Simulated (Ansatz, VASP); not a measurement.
# WF3 in VASP and in Ansatz

```
W F
1.0
     0.00000    4.08541    4.08541
     4.08541    0.00000    4.08541
     4.08541    4.08541    0.00000
W F
2 6
Direct
  0.50000 0.50000 0.50000
  0.00000 0.00000 0.00000
  0.72819 0.27181 0.72819
  0.27181 0.27181 0.72819
  0.27181 0.72819 0.27181
  0.27181 0.72819 0.72819
  0.72819 0.27181 0.27181
  0.72819 0.72819 0.27181
```

Change from the starting cell: species swapped into the SnF3 type (Fm-3m, No. 225).

Alike in both runs: task single point; functional PBE; k mesh 4 × 4 × 4; occupations gaussian, width 0.1 eV; collinear spin.

|  | VASP | Ansatz |
| --- | --- | --- |
| version | VASP 6.6.1 | Ansatz 0.2.0 |
| potentials or method | VASP PAW PBE potentials, release 64 (W_sv, F), cutoff 520 eV | scalar-relativistic, plane waves, PAW |
| valence electrons in the cell | 70 | 70 |

Ansatz gave:

* gap on the k mesh at the Fermi level (eV): none
* pressure (GPa): 10.2
* rms of the force components (eV/Å): 2.092
* net moment per atom (μB): 0.29
* size of the moment on the site where the two differ most (μB): 0.66

Problem. Estimate VASP's values.

Solution. gap on the k mesh at the Fermi level (eV): none; pressure (GPa): 10.7; rms of the force components (eV/Å): 2.016; net moment per atom (μB): 0.00; size of the moment on the site where the two differ most (μB): 0.00.

The net moments are unlike, so the other rows may belong to different states. Site moments also hang on the region over which each program counts them. Atom by atom the forces differ by 0.076 eV/Å (rms over components). A gap of «none» marks a metal or a gap that the smearing closes. Ansatz's warnings: no starting moments.

Neither program's run includes spin-orbit coupling.
